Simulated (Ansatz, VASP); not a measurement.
## Y: VASP beside Ansatz

INCAR

```
PREC = Accurate
ENCUT = 600
EDIFF = 1E-7
ISMEAR = -1
SIGMA = 0.08
LREAL = False
LASPH = True
NELM = 80
ALGO = Normal
ISIF = 3
LWAVE = False
LCHARG = False
GGA = PE
IBRION = 2
NSW = 60
EDIFFG = -0.005
```

Contents of KPOINTS:

```
Automatic mesh
0
Gamma
  14 14 14
```

Contents of POSCAR:

```
Y
1.0
    0.0000000000      2.5442778266      2.5442778266
    2.5442778266      0.0000000000      2.5442778266
    2.5442778266      2.5442778266      0.0000000000
Y
1
Direct
    0.0000000000      0.0000000000      0.0000000000
```

Input for Ansatz:

```yaml
crystal:
  lattice:
    - [0.0, 2.5442778266, 2.5442778266]
    - [2.5442778266, 0.0, 2.5442778266]
    - [2.5442778266, 2.5442778266, 0.0]
  atoms:
    - { symbol: "Y", position: [0.0, 0.0, 0.0] }
kpoints:
  mp_grid: { grid: [14, 14, 14] }
scf:
  occupations: { method: fermi_dirac, width: 0.08 }
hamiltonian:
  xc: pbe
  pseudopotentials: { kind: paw }
output:
  forces: true
  stress: true
relax:
  f_tol: 0.005
  max_steps: 40
  cell: {}
```

Alike in both runs: task relaxation of cell and atoms; functional PBE; k mesh 14 × 14 × 14; occupations fermi-dirac, width 0.08 eV; no spin polarisation.

|  | VASP | Ansatz |
| --- | --- | --- |
| version | VASP 6.6.1 | Ansatz 0.2.0 |
| potentials or method | VASP PAW PBE potentials, release 64 (Y_sv) | PAW with Ansatz's default frozen-core files, scalar-relativistic |
| plane-wave cutoff (eV) | 600 | 420 |
| valence electrons in the cell | 11 | 11 |

```tsv
	VASP	Ansatz	Ansatz less VASP
relaxed volume (Å³/atom)	32.43	32.52	+0.094
relaxed length of the cell vector where the two differ most in proportion (Å)	3.580	3.583	+0.0034
```
